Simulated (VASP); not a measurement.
Here is a VASP 6.6.1 calculation.

INCAR

```
  ALGO = Normal
  EDIFF = 1E-6
  ENCUT = 520
  GGA = PS
  ISIF = 2
  ISMEAR = -1
  LASPH = T
  LCHARG = F
  LREAL = F
  LWAVE = F
  NBANDS = 14
  NELM = 80
  PREC = Accurate
  SIGMA = 0.02
```

KPOINTS

```
k-points
0
Gamma
  12 12 7
```

File POSCAR:

```
Re
1.0
    2.6456303883      0.0000000000      0.0000000000
   -1.3228151941      2.2911831878      0.0000000000
    0.0000000000      0.0000000000      4.2722216014
Re
2
Direct
    0.3333333333      0.6666666667      0.2500000000
    0.6666666667      0.3333333333      0.7500000000
```

Potentials or basis: VASP PAW PBE potentials, release 64 (Re).

Run with:

```console
$ cat potpaw_PBE.64/Re/POTCAR > POTCAR
$ mpirun -np 1 vasp_std > vasp.out
```

(1) Predict the pressure.

(2) What does it give for the band gap on the k mesh?

## Answers

(1) 61.1 GPa.

(2) zero (band 7 reaches 11.22 eV, above the bottom of band 8 at 7.42 eV).

Caveat: the PAW data sets were made with another functional, which shifts forces and pressure a little; spin-orbit coupling is left out, which moves the levels of the heavy elements.
